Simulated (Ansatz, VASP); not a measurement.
Fe in VASP and in Ansatz

```
CELL_PARAMETERS angstrom
-1.43455 1.43455 1.43455
1.43455 -1.43455 1.43455
1.43455 1.43455 -1.43455
ATOMIC_POSITIONS crystal
Fe 0.00000 0.00000 0.00000
```

Alike in both runs: task single point; functional r2SCAN; k mesh 15 × 15 × 15; occupations fermi-dirac, width 0.6 eV; collinear spin.

```csv
,VASP,Ansatz
version,VASP 6.6.1,Ansatz 0.2.0
potentials or method,"VASP PAW PBE potentials, release 64 (Fe), cutoff 520 eV","plane waves (500 eV) with PAW, scalar-relativistic"
valence electrons in the cell,8,16
```

|  | VASP | Ansatz | Ansatz less VASP |
| --- | --- | --- | --- |
| pressure (GPa) | 1.5 | 1.4 | -0.08 |
| net moment per atom (μB) | 2.43 | 2.42 | -0.003 |
| size of the moment on the site where the two differ most (μB) | 2.46 | 2.51 | +0.050 |

VASP's potentials were made for PBE, not for r2SCAN. Site moments also hang on the region over which each program counts them. VASP's potentials hold 8 valence electrons a cell and Ansatz's 16, so a difference there can come from the potentials and not from the codes. Ansatz's warnings: stability check not made.
